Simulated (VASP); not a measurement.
A run of VASP 6.6.1 is set up as follows.

File INCAR:

```
PREC = Accurate ; ENCUT = 600
EDIFF = 1E-8 ; ISMEAR = 0
SIGMA = 0.01 ; LREAL = F
LASPH = T ; NELM = 100
ALGO = Normal ; ISIF = 3
LWAVE = F ; LCHARG = F
METAGGA = R2SCAN ; LMIXTAU = T
IBRION = 6 ; NFREE = 2
POTIM = 0.015 ; NSW = 1
```

The input KPOINTS:

```
Automatic mesh
0
Gamma
  8 8 8
```

File POSCAR:

```
BeTe
1.0
    0.0000000000      2.8284051077      2.8284051077
    2.8284051077      0.0000000000      2.8284051077
    2.8284051077      2.8284051077      0.0000000000
Be Te
1 1
Direct
    0.0000000000      0.0000000000      0.0000000000
    0.7500000000      0.7500000000      0.7500000000
```

Potentials or basis: VASP PAW PBE potentials, release 64 (Be, Te).

The run is started by

```bash
$ cat potpaw_PBE.64/Be/POTCAR potpaw_PBE.64/Te/POTCAR > POTCAR
$ mpirun -np 1 vasp_std > vasp.out
```

Task: Predict the elastic constants C11, C12, C44.

Result: 102, 39, 52 GPa.

Task: Estimate the Voigt bulk modulus.

Result: 60 GPa.

Task: Predict the highest phonon frequency at Γ, LO-TO splitting left out.

Result: 458 cm⁻¹.

Phonon frequencies in cm⁻¹ (negative: imaginary):
```
              q point        frequencies
(0.000, 0.000, 0.000)  0 0 0 458 458 458
```

Caveat: the PAW data sets were made with another functional, which shifts forces and pressure a little.
